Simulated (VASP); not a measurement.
# Ag (P6_3/mmc) in VASP: a series of runs, part 2 of 2

VASP 6.6.1.

## 3. Single point, PBE

INCAR

```
SYSTEM = Ag
PREC     = Accurate       ! precision mode
ENCUT    = 520            ! plane-wave cutoff, eV
EDIFF    = 1E-6           ! SCF threshold, eV
ISMEAR   = 0              ! smearing method
SIGMA    = 0.1            ! smearing width, eV
LREAL    = .False.        ! projectors in reciprocal space
LASPH    = .True.         ! aspherical terms in the spheres
NELM     = 60             ! most SCF steps
ALGO     = Normal         ! electronic algorithm
ISIF     = 2              ! what is computed and relaxed
LWAVE    = .False.        ! write WAVECAR
LCHARG   = .False.        ! write CHGCAR
GGA      = PE             ! functional
NBANDS   = 18             ! bands
```

KPOINTS

```
regular mesh
0
Gamma
  7 7 4
  0 0 0
```

POSCAR

```
Ag
1.0
    2.9222991408      0.0000000000      0.0000000000
   -1.4611495704      2.5307852934      0.0000000000
    0.0000000000      0.0000000000      4.7016618100
Ag
2
Direct
    0.3333333333      0.6666666667      0.2500000000
    0.6666666667      0.3333333333      0.7500000000
```

Potentials or basis: VASP PAW PBE potentials, release 64 (Ag).

Launch:

```sh
cat potpaw_PBE.64/Ag/POTCAR > POTCAR
mpirun -np 1 vasp_std > vasp.out
```

OUTCAR:

```text
SYSTEM = Ag
   PREC = Accurate
   ENCUT = 520
   EDIFF = 1E-6
   ISMEAR = 0
   LREAL = .False.
   LASPH = .True.
   NELM = 60
   ISIF = 2
   GGA = PE

 ion  position               nearest neighbor table
   1  0.333  0.667  0.250-   2 2.89   2 2.89   2 2.89   2 2.89   2 2.89   2 2.89
   2  0.667  0.333  0.750-   1 2.89   1 2.89   1 2.89   1 2.89   1 2.89   1 2.89

  LATTYP: Found a hexagonal cell.
 ALAT       =     2.9222991408
 C/A-ratio  =     1.6088913501

  Lattice vectors:

 A1 = (   2.9222991408,   0.0000000000,   0.0000000000)
 A2 = (  -1.4611495704,   2.5307852934,   0.0000000000)
 A3 = (   0.0000000000,   0.0000000000,   4.7016618100)

Analysis of symmetry for initial positions (statically):
=====================================================================
 Subroutine PRICEL returns:
 Original cell was already a primitive cell.

 Routine SETGRP: Setting up the symmetry group for a
 hexagonal supercell.

 Subroutine GETGRP returns: Found 24 space group operations
 (whereof 12 operations were pure point group operations)
 out of a pool of 24 trial point group operations.

The static configuration has the point symmetry D_3d.
 The point group associated with its full space group is D_6h.

Analysis of symmetry for dynamics (positions and initial velocities):
=====================================================================
 Subroutine PRICEL returns:
 Original cell was already a primitive cell.

 Routine SETGRP: Setting up the symmetry group for a
 hexagonal supercell.

 Subroutine GETGRP returns: Found 24 space group operations
 (whereof 12 operations were pure point group operations)
 out of a pool of 24 trial point group operations.

The dynamic configuration has the point symmetry D_3d.
 The point group associated with its full space group is D_6h.

 Subroutine INISYM returns: Found 24 space group operations
 (whereof 12 operations are pure point group operations),
 and found     1 'primitive' translations
[... 110 lines left out ...]
   EFERMI_NEDOS =   21; number of points for ismear=-14 and -15
   IALGO  =     38    algorithm
   IMIX   =      4    mixing-type and parameters
     AMIX     =   0.40;   BMIX     =  1.00
     AMIX_MAG =   1.60;   BMIX_MAG =  1.00
  volume/ion in A,a.u.               =      17.39       117.33
  Fermi-wavevector in a.u.,A,eV,Ry     =   1.405417  2.655853 26.874194  1.975198
  Thomas-Fermi vector in A             =   2.527880
   LORBIT       =      0    0 simple, 1 ext, 2 COOP (PROOUT), +10 PAW based schemes
   GGA     = PE    functional components
   LHFCALC =     F    Hartree Fock is set to
   AEXX    =    0.0000 exact exchange contribution
   IVDW    =     0    specifies the selected vdW correction
   LEPSILON=     F    determine dielectric tensor
   LRPA    =     F    only Hartree local field effects (RPA)
 non-spin polarized calculation
 Gauss-broadening in eV      SIGMA  =   0.10
  energy-cutoff  :      520.00
  volume of cell :       34.77
 maximum number of plane-waves:       966
 NGX is ok and might be reduce to    24
   NGX = 11   NGY = 11   NGZ = 17

 number of electron      22.0000012 magnetization

 Free energy of the ion-electron system (eV)
  ---------------------------------------------------
  ext. energy  EPLUGINS =         0.00000000
  ---------------------------------------------------
  free energy    TOTEN  =        -5.44714329 eV

  energy without entropy =       -5.44168338  energy(sigma->0) =       -5.44441334

 E-fermi :   8.2434     XC(G=0): -12.0944

 val. band max:        8.2402371615   @ k =   0.4286   0.0000   0.5000
 cond. band min:       8.3169986261   @ k =   0.1429   0.1429   0.2500
 fundamental gap:      0.0767614646
 Fermi energy:         8.2433836313

 k-point     1 :       0.0000    0.0000    0.0000
  band No.  band energies     occupation
      1       0.5354      2.00000
      2       1.8856      2.00000
      3       3.4690      2.00000
      4       3.5068      2.00000
      5       3.5068      2.00000
      6       3.7498      2.00000
[... 481 lines left out ...]
      5       3.5978      2.00000
      6       3.5978      2.00000
[... 10 lines left out ...]
     17      23.8214      0.00000
     18      23.8214      0.00000

------------------------ aborting loop because EDIFF is reached ----------------------------------------

  FORCE on cell =-STRESS in cart. coord.  units (eV):
  Direction    XX          YY          ZZ          XY          YZ          ZX
  --------------------------------------------------------------------------------------
  -------------------------------------------------------------------------------------
  Total        0.3202253      0.3202253      0.7745914      0.0000000     -0.0000000      0.0000000
  in kB       14.7548538     14.7548538     35.6904381      0.0000000     -0.0000000      0.0000000
  external PRESSURE =      21.7333819 kB  Pullay stress =       0.0000000 kB

 VOLUME and BASIS-vectors are now :
 -----------------------------------------------------------------------------
  energy-cutoff  :      520.00
  volume of cell :       34.77
      direct lattice vectors                 reciprocal lattice vectors
     2.922299141  0.000000000  0.000000000     0.342196316  0.197567135  0.000000000
    -1.461149570  2.530785293  0.000000000     0.000000000  0.395134270  0.000000000
     0.000000000  0.000000000  4.701661810     0.000000000  0.000000000  0.212690755

 POSITION                                       TOTAL-FORCE (eV/Angst)
 -----------------------------------------------------------------------------------
     -0.00000      1.68719      1.17542        -0.000000     -0.000000      0.000000
      1.46115      0.84360      3.52625         0.000000      0.000000      0.000000
 -----------------------------------------------------------------------------------
    total drift:                               -0.000000      0.000000     -0.000000

  FREE ENERGIE OF THE ION-ELECTRON SYSTEM (eV)
  ---------------------------------------------------
  free  energy   TOTEN  =        -5.4471432885 eV

  energy  without entropy=       -5.4416833849  energy(sigma->0) =       -5.44441334
```

stdout:

```text
POSCAR found type information on POSCAR Ag
 POSCAR found :  1 types and       2 ions
 scaLAPACK will be used
 LDA part: xc-table for (Slater+PW92), standard interpolation
 POSCAR, INCAR and KPOINTS ok, starting setup
 FFT: planning ... GRIDC
 FFT: planning ... GRID_SOFT
 FFT: planning ... GRID
 WAVECAR not read
 entering main loop
```

Run time: 7.2 s. Hardware: 1 thread of Intel Xeon Platinum 8488C (Sapphire Rapids), shared host; peak memory 0.15 GiB.

Results:

```yaml
Free_energy: -5.4471 eV
Pressure: 2.2 GPa
Band_gap_on_the_k_mesh: zero (band 11 reaches 10.60 eV, above the bottom of band 12 at 4.75 eV)
```

## 4. Single point, LDA, collinear spin, zero start

This run uses another cell than the first one, of 22.25 Å³/atom, 1.280 times its volume.

INCAR

```
PREC = Accurate
ENCUT = 520
EDIFF = 1E-6
ISMEAR = 0
SIGMA = 0.1
LREAL = F
LASPH = T
NELM = 150
ALGO = Normal
ISIF = 2
LWAVE = F
LCHARG = F
ISPIN = 2
MAGMOM = 0 0
LORBIT = 11
LMAXMIX = 4
NBANDS = 22
```

KPOINTS

```
Automatic mesh
0
Gamma
  6 6 4
```

POSCAR

```
Ag
1.0
    3.1729361075      0.0000000000      0.0000000000
   -1.5864680538      2.7478432737      0.0000000000
    0.0000000000      0.0000000000      5.1049094577
Ag
2
Direct
    0.3333333333      0.6666666667      0.2500000000
    0.6666666667      0.3333333333      0.7500000000
```

Potentials or basis: VASP PAW LDA potentials, release 64 (Ag).

Launch:

```sh
cat potpaw_LDA.64/Ag/POTCAR > POTCAR
mpirun -np 1 vasp_std > vasp.out
```

It took 12 s on 1 thread of Intel Xeon Platinum 8488C (Sapphire Rapids), shared host; peak memory 0.16 GiB.

It converged, with:

```yaml
Free_energy: -6.5631 eV
Pressure: -17.3 GPa
Band_gap_on_the_k_mesh: zero (filled and empty bands overlap)
Net_moment: 0.00 μB per cell
Valence_electrons_inside_the_program's_atomic_spheres: Ag 9.69
```

Stress tensor (GPa, compression positive):
```
-16.61   0.00   0.00
  0.00 -16.61   0.00
  0.00   0.00 -18.61
```

Levels at points of the mesh, in eV from the Fermi level:
Spin up:
```csv
k point,band 9,band 10,band 11,band 12,band 13,band 14
"(0.00, 0.00, 0.00)",-3.40,-2.71,-2.71,0.50,2.66,14.86
"(0.50, 0.00, 0.00)",-2.59,-2.56,0.38,1.09,6.00,6.31
"(0.00, 0.00, 0.50)",-2.92,-2.92,-2.92,-2.92,9.70,9.70
"(0.50, 0.00, 0.50)",-2.60,-2.60,1.21,1.21,3.37,3.37
```
Spin down:
```
           k point  band 7  band 8  band 9  band 10  band 11  band 12  band 13  band 14  band 15  band 16
(0.00, 0.00, 0.00)   -3.56   -3.40   -3.40    -2.71    -2.71     0.50     2.66    14.86    15.12    15.12
(0.50, 0.00, 0.00)   -3.07   -2.66   -2.59    -2.56     0.38     1.09     6.00     6.31     7.39     9.06
(0.00, 0.00, 0.50)   -3.46   -3.46   -2.92    -2.92    -2.92    -2.92     9.70     9.70    15.12    15.12
(0.50, 0.00, 0.50)   -2.72   -2.72   -2.60    -2.60     1.21     1.21     3.37     3.37    11.59    11.59
```

Caveat: the k points lie up to 0.38 Å⁻¹ apart.

## 5. Single point, PBE

INCAR

```
PREC     = Accurate       # precision mode
ENCUT    = 520            # plane-wave cutoff, eV
EDIFF    = 1E-6           # SCF threshold, eV
ISMEAR   = 0              # smearing method
SIGMA    = 0.1            # smearing width, eV
LREAL    = F              # projectors in reciprocal space
LASPH    = T              # aspherical terms in the spheres
NELM     = 80             # most SCF steps
ALGO     = Normal         # electronic algorithm
ISIF     = 2              # what is computed and relaxed
LWAVE    = F              # write WAVECAR
LCHARG   = F              # write CHGCAR
GGA      = PE             # functional
NBANDS   = 18             # bands
ISYM     = 0
```

KPOINTS

```
Automatic mesh
0
Gamma
  7 5 4
```

POSCAR

```
Ag
1.0
    2.9222991408      0.0000000000      0.0000000000
   -1.4611495704      2.5307852934      0.0000000000
    0.0000000000      0.0000000000      4.7016618100
Ag
2
Direct
    0.3333333333      0.6666666667      0.2500000000
    0.6666666667      0.3333333333      0.7500000000
```

Potentials or basis: VASP PAW PBE potentials, release 64 (Ag).

Launch:

```sh
cat potpaw_PBE.64/Ag/POTCAR > POTCAR
mpirun -np 1 vasp_std > vasp.out
```

OUTCAR:

```text
PREC = Accurate
   ENCUT = 520
   EDIFF = 1E-6
   ISMEAR = 0
   LREAL = F
   LASPH = T
   NELM = 80
   ISIF = 2
   GGA = PE
   ISYM = 0

 ion  position               nearest neighbor table
   1  0.333  0.667  0.250-   2 2.89   2 2.89   2 2.89   2 2.89   2 2.89   2 2.89
   2  0.667  0.333  0.750-   1 2.89   1 2.89   1 2.89   1 2.89   1 2.89   1 2.89

IMPORTANT INFORMATION: All symmetrisations will be switched off!
NOSYMM: (Re-)initialisation of all symmetry stuff for point group C_1.

----------------------------------------------------------------------------------------

                                     Primitive cell

  volume of cell :      34.7721

  direct lattice vectors                    reciprocal lattice vectors
     2.922299141  0.000000000  0.000000000     0.342196316  0.197567135  0.000000000
    -1.461149570  2.530785293  0.000000000     0.000000000  0.395134270  0.000000000
     0.000000000  0.000000000  4.701661810     0.000000000  0.000000000  0.212690755

  length of vectors
     2.922299141  2.922299141  4.701661810     0.395134270  0.395134270  0.212690755

  position of ions in fractional coordinates (direct lattice)
     0.333333333  0.666666667  0.250000000
[... 143 lines left out ...]
  ext. energy  EPLUGINS =         0.00000000
  ---------------------------------------------------
  free energy    TOTEN  =        -5.48169890 eV

  energy without entropy =       -5.47995080  energy(sigma->0) =       -5.48082485

 E-fermi :   8.0551     XC(G=0): -12.0928

 val. band max:        8.0541761644   @ k =  -0.4286   0.4000   0.5000
 cond. band min:       8.2405330605   @ k =   0.4286   0.0000   0.5000
 fundamental gap:      0.1863568961
 Fermi energy:         8.0550882697

 k-point     1 :       0.0000    0.0000    0.0000
  band No.  band energies     occupation
      1       0.5362      2.00000
      2       1.8926      2.00000
      3       3.4808      2.00000
      4       3.5100      2.00000
      5       3.5111      2.00000
      6       3.7531      2.00000
[... 481 lines left out ...]
      5       3.6241      2.00000
      6       3.7293      2.00000
[... 10 lines left out ...]
     17      24.0657      0.00000
     18      24.9824      0.00000

 [... further k-points ...]
[... 5 lines left out ...]
  --------------------------------------------------------------------------------------
  -------------------------------------------------------------------------------------
  Total        0.1333246      0.4088288      0.9328113     -0.0533110      0.0000003     -0.0000008
  in kB        6.1431295     18.8373906     42.9806552     -2.4563824      0.0000115     -0.0000385
  external PRESSURE =      22.6537251 kB  Pullay stress =       0.0000000 kB

 VOLUME and BASIS-vectors are now :
 -----------------------------------------------------------------------------
  energy-cutoff  :      520.00
  volume of cell :       34.77
      direct lattice vectors                 reciprocal lattice vectors
     2.922299141  0.000000000  0.000000000     0.342196316  0.197567135  0.000000000
    -1.461149570  2.530785293  0.000000000     0.000000000  0.395134270  0.000000000
     0.000000000  0.000000000  4.701661810     0.000000000  0.000000000  0.212690755

 POSITION                                       TOTAL-FORCE (eV/Angst)
 -----------------------------------------------------------------------------------
     -0.00000      1.68719      1.17542         0.014183      0.011611     -0.000000
      1.46115      0.84360      3.52625        -0.014183     -0.011611      0.000000
 -----------------------------------------------------------------------------------
    total drift:                               -0.000001     -0.000000     -0.000000

  FREE ENERGIE OF THE ION-ELECTRON SYSTEM (eV)
  ---------------------------------------------------
  free  energy   TOTEN  =        -5.4816989043 eV

  energy  without entropy=       -5.4799508017  energy(sigma->0) =       -5.48082485
```

stdout:

```text
POSCAR found type information on POSCAR Ag
 POSCAR found :  1 types and       2 ions
 scaLAPACK will be used
 LDA part: xc-table for (Slater+PW92), standard interpolation
 -----------------------------------------------------------------------------
|                                                                             |
|           W    W    AA    RRRRR   N    N  II  N    N   GGGG   !!!           |
|           W    W   A  A   R    R  NN   N  II  NN   N  G    G  !!!           |
|           W    W  A    A  R    R  N N  N  II  N N  N  G       !!!           |
|           W WW W  AAAAAA  RRRRR   N  N N  II  N  N N  G  GGG   !            |
|           WW  WW  A    A  R   R   N   NN  II  N   NN  G    G                |
|           W    W  A    A  R    R  N    N  II  N    N   GGGG   !!!           |
|                                                                             |
|     Your reciprocal lattice and k-lattice belong to different lattice       |
|     classes:                                                                |
|                                                                             |
|        The reciprocal lattice is hexagonal,                                 |
|        whereas your k-lattice is simple monoclinic.                         |
|                                                                             |
|     Results are often still useful ...                                      |
|                                                                             |
 -----------------------------------------------------------------------------

 POSCAR, INCAR and KPOINTS ok, starting setup
 FFT: planning ... GRIDC
 FFT: planning ... GRID_SOFT
 FFT: planning ... GRID
 WAVECAR not read
 entering main loop
```

Wall time 15 s (1 thread of Intel Xeon Platinum 8488C (Sapphire Rapids), shared host); peak memory 0.17 GiB.

Results:

| Quantity | Value |
| --- | --- |
| Free energy | -5.4817 eV |
| Pressure | 2.3 GPa |
| Largest force | 0.018 eV/Å |
| Band gap on the k mesh | zero (band 11 reaches 11.20 eV, above the bottom of band 12 at 4.76 eV) |

Forces in eV/Å, atoms in the order of the input:
```
Ag   0.014  0.012  0.000
Ag  -0.014 -0.012  0.000
```

Caveat: the k points lie up to 0.50 Å⁻¹ apart.

## 6. Summary

| level | potentials or basis | spin | cell | k mesh | gap on the mesh (eV) | pressure (GPa) |
| --- | --- | --- | --- | --- | --- | --- |
| PBE | VASP PAW PBE potentials, release 64 (Ag) | off | a = 2.922, b = 2.922, c = 4.702 Å, angles 90.0, 90.0, 120.0°, 2 atoms | 6 × 6 × 4 | none | 3.3 |
| PBE | VASP PAW PBE potentials, release 64 (Ag) | off | a = 2.922, b = 2.922, c = 4.702 Å, angles 90.0, 90.0, 120.0°, 2 atoms | 7 × 7 × 4 | none | 2.2 |
| LDA | VASP PAW LDA potentials, release 64 (Ag) | collinear, zero start | a = 3.173, b = 3.173, c = 5.105 Å, angles 90.0, 90.0, 120.0°, 2 atoms | 6 × 6 × 4 | none | -17.3 |
| PBE | VASP PAW PBE potentials, release 64 (Ag) | off | a = 2.922, b = 2.922, c = 4.702 Å, angles 90.0, 90.0, 120.0°, 2 atoms | 7 × 5 × 4 | none | 2.3 |

Alike in all rows: task single point; cutoff (eV) 520; smearing gaussian 0.1 eV.

Caveats: some runs use coarse meshes.

Total energies depend on the potentials used, so only differences within one code and one set of settings carry meaning.
